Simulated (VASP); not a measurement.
Write the native input for VASP 6.6.1 that does the following.

```yaml
Task: single point
Functional: PBE
Potentials_or_basis: VASP PAW PBE potentials, release 64 (Al, Cu, N)
Cutoff: 520 eV
k_mesh: 3 × 3 × 2
Occupations: gaussian, width 0.15 eV
Spin: collinear spin, ferromagnetic start
Starting_moments: "[0.0, 1.0, 1.0, 1.0, 0.0, 0.0, 0.0, 0.0] μB"
Dipole_correction: no
Further_INCAR_settings: ALGO = Normal; EDIFF = 1e-06; NBANDS = 42
```

The structure of AlCu3N4 lies in POSCAR:

```
AlCu3N4
1.0
    4.0940695149      0.0000000000      0.0000000000
    0.0000000000      4.0940695149      0.0000000000
    0.0000000000      0.0000000000      4.1969594158
Al Cu N
1 3 4
Direct
    0.5000000000      0.5000000000      0.4471954243
    0.5000000000      0.0000000000      0.9471578029
    0.0000000000      0.5000000000      0.9471578029
    0.0000000000      0.0000000000      0.4475456694
    0.5000000000      0.5000000000     -0.0528105080
    0.5000000000      0.0000000000      0.4473270884
    0.0000000000      0.5000000000      0.4473270884
    0.0000000000      0.0000000000     -0.0525740684
```

These files were run (other wordings do the same):

INCAR

```
PREC = Accurate
ENCUT = 520
EDIFF = 1E-6
ISMEAR = 0
SIGMA = 0.15
LREAL = False
LASPH = True
NELM = 150
ALGO = Normal
ISIF = 2
LWAVE = False
LCHARG = False
ISPIN = 2
MAGMOM = 0 1 1 1 0 0 0 0
LORBIT = 11
LMAXMIX = 4
GGA = PE
NBANDS = 42
```

KPOINTS

```
Automatic mesh
0
Gamma
  3 3 2
```

Potentials or basis: VASP PAW PBE potentials, release 64 (Al, Cu, N).

Run with:

```sh
$ cat potpaw_PBE.64/Al/POTCAR potpaw_PBE.64/Cu/POTCAR potpaw_PBE.64/N/POTCAR > POTCAR
$ mpirun -np 1 vasp_std > vasp.out
```

Results of the run:

The pressure is 0.2 GPa, the largest force is 0.007 eV/Å and the band gap on the k mesh is zero (filled and empty bands overlap). The net moment is 0.00 μB per cell. The valence electrons inside the program's atomic spheres are Al 0.67; Cu 9.98; N 3.67, 3.60.

Caveat: the k points lie up to 0.75 Å⁻¹ apart.

It took 46 s on 1 thread of Intel(R) Xeon(R) Platinum 8259CL CPU @ 2.50GHz (Skylake/Cascade Lake), on a shared host, peak memory 0.2 GiB.
